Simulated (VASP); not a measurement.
Write the native input for VASP 6.6.1 that does the following.

```
Task                   : single point
Functional             : r2SCAN
Potentials or basis    : VASP PAW PBE potentials, release 64 (Si, Mo_sv)
Cutoff                 : 520 eV
k mesh                 : 12 × 12 × 6
Occupations            : gaussian, width 0.01 eV
Spin                   : no spin polarisation
Dipole correction      : no
Further INCAR settings : ALGO = Normal; EDIFF = 1e-06; NBANDS = 43
```

Crystal: Si2Mo.

```xyz
9
Lattice="4.3842 0.0000 0.0000 -2.1921 3.7969 0.0000 0.0000 0.0000 6.3270" Properties=species:S:1:pos:R:3 pbc="T T T"
Si   -1.1156    3.1753    5.2725
Si    1.0765    0.6215    1.0545
Si    2.1921    2.5538    3.1635
Si    3.3077    0.6215    5.2725
Si    1.1156    3.1753    1.0545
Si    0.0000    1.2430    3.1635
Mo    2.1921    0.0000    3.1635
Mo   -1.0961    1.8984    1.0545
Mo    1.0961    1.8984    5.2725
```

These files were run (other wordings do the same):

POSCAR

```
Si2Mo
1.0
    4.3842286837      0.0000000000      0.0000000000
   -2.1921143418      3.7968534161      0.0000000000
    0.0000000000      0.0000000000      6.3270095236
Si Mo
6 3
Direct
    0.1636915519      0.8363084481      0.8333333333
    0.3273831037      0.1636915519      0.1666666667
    0.8363084481      0.6726168963      0.5000000000
    0.8363084481      0.1636915519      0.8333333333
    0.6726168963      0.8363084481      0.1666666667
    0.1636915519      0.3273831037      0.5000000000
    0.5000000000      0.0000000000      0.5000000000
    0.0000000000      0.5000000000      0.1666666667
    0.5000000000      0.5000000000      0.8333333333
```

INCAR.step1

```
SYSTEM = Si2Mo
PREC = Accurate ; ENCUT = 520
ISMEAR = 0 ; SIGMA = 0.01
LREAL = .FALSE. ; LASPH = .TRUE.
NELM = 100 ; NBANDS = 43
GGA = PE ; ALGO = Normal
EDIFF = 1E-4 ; LWAVE = .TRUE.
LCHARG = .FALSE.
```

INCAR.step2

```
SYSTEM = Si2Mo
PREC = Accurate ; ENCUT = 520
EDIFF = 1E-6 ; ISMEAR = 0
SIGMA = 0.01 ; LREAL = .FALSE.
LASPH = .TRUE. ; NELM = 100
ALGO = Normal ; ISIF = 2
LWAVE = .FALSE. ; LCHARG = .TRUE.
METAGGA = R2SCAN ; LMIXTAU = .TRUE.
LELF = .TRUE. ; LVHAR = .TRUE.
NBANDS = 43 ; ISTART = 1
```

KPOINTS

```
Automatic mesh
0
G
  12 12 6
  0 0 0
```

Potentials or basis: VASP PAW PBE potentials, release 64 (Si, Mo_sv).

Launch:

```sh
$ cat potpaw_PBE.64/Si/POTCAR potpaw_PBE.64/Mo_sv/POTCAR > POTCAR
$ cp INCAR.step1 INCAR
$ mpirun -np 1 vasp_std > vasp.out
$ cp INCAR.step2 INCAR
$ mpirun -np 1 vasp_std > vasp.out
```

Results of the run:

The pressure is 38.2 GPa and the largest force is 0.012 eV/Å. The band gap on the k mesh is 0.06 eV (least direct gap 0.81 eV).

Caveat: the cell stands under pressure; the PAW data sets were made with another functional, which shifts forces and pressure a little.

It took 7.3 min on 1 thread of Intel(R) Xeon(R) 6975P-C (Granite Rapids) (shared host), peak memory 0.42 GiB.
